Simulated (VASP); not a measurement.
The system is Ru.

```
Ru
1.0
     2.70600    0.00000    0.00000
     1.35300    2.34346    0.00000
     0.00000    0.00000    4.28200
Ru
2
Direct
  0.00000 0.00000 0.10000
  0.33333 0.33333 0.60000
```

```yaml
Program: VASP 6.6.1
Task: relaxation of cell and atoms
Functional: PBE
Potentials_or_basis: VASP PAW PBE potentials, release 64 (Ru_pv)
Cutoff: 600 eV
k_mesh: 24 × 24 × 14
Occupations: gaussian, width 0.1 eV
Spin: no spin polarisation
```

At the start: pressure 4.3 GPa; volume 13.58 Å³/atom.

Task: How do energy, volume and symmetry change on relaxing?

Result: Over 17 steps the energy falls by 2.6 meV/atom and the volume is 13.76 Å³/atom (+1.4 %); space group P6_3/mmc (No. 194, to 0.1 Å) before and after.

Step by step:
```csv
step,energy change (eV),largest force (eV/Å),pressure (GPa),volume (Å³)
1,0.0000,0.0000,4.33,27.15
2,0.0347,0.0000,-11.20,28.62
3,-0.0050,0.0000,-0.11,27.53
4,-0.0050,0.0000,-0.07,27.52
5,-0.0050,0.0000,0.01,27.52
6,-0.0051,0.0000,0.12,27.51
7,-0.0051,0.0000,0.08,27.51
8,-0.0051,0.0000,0.09,27.51
9,-0.0051,0.0000,0.05,27.51
10,-0.0051,0.0000,0.09,27.51
11,-0.0051,0.0000,0.09,27.51
12,-0.0051,0.0000,0.09,27.51
13,-0.0051,0.0000,-0.12,27.54
14,-0.0051,0.0000,0.04,27.52
15,-0.0051,0.0000,-0.02,27.52
16,-0.0051,0.0000,-0.02,27.52
17,-0.0051,0.0000,0.00,27.52
```

Final structure:
```xyz
2
Lattice="2.7212 0.0000 0.0000 1.3606 2.3566 0.0000 0.0000 0.0000 4.2917" Properties=species:S:1:pos:R:3 pbc="T T T"
Ru    0.0000    0.0000    0.4292
Ru    1.3606    0.7855    2.5750
```
